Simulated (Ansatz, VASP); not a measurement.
# One calculation of SrCl2, two programs

```xyz
3
Lattice="-0.3680 3.3116 3.3116 3.3116 -0.3680 3.3116 3.3116 3.3116 -0.3680" Properties=species:S:1:pos:R:3 pbc="T T T"
Sr    0.0000    0.0000    0.0000
Cl    1.5638    1.5638    1.5638
Cl    4.6914    4.6914    4.6914
```

Alike in both runs: task single point; functional LDA; k mesh 6 × 6 × 6; occupations gaussian, width 0.05 eV; no spin polarisation.

|  | VASP | Ansatz |
| --- | --- | --- |
| version | VASP 6.6.1 | Ansatz 0.2.0 |
| potentials or method | VASP PAW LDA potentials, release 64 (Sr_sv, Cl), cutoff 520 eV | scalar-relativistic, plane waves, PAW |
| valence electrons in the cell | 24 | 24 |

Ansatz gave:

| Property | Result |
| --- | --- |
| gap on the k mesh at the Fermi level (eV) | 4.88 |
| least direct gap on the mesh (eV) | 5.14 |
| pressure (GPa) | -1.0 |
| traceless stress, the component that is largest in VASP (GPa) | 2.91 |
| rms of the force components (eV/Å) | 0.373 |

**Question.** What did VASP give for the same quantities?

**Answer.** gap on the k mesh at the Fermi level (eV): 4.88; least direct gap on the mesh (eV): 5.15; pressure (GPa): -0.9; traceless stress, the component that is largest in VASP (GPa): 3.00; rms of the force components (eV/Å): 0.388.

LDA's correlation is that of Perdew and Zunger in VASP and of Perdew and Wang (1992) in Ansatz. Atom by atom the forces differ by 0.014 eV/Å (rms over components).
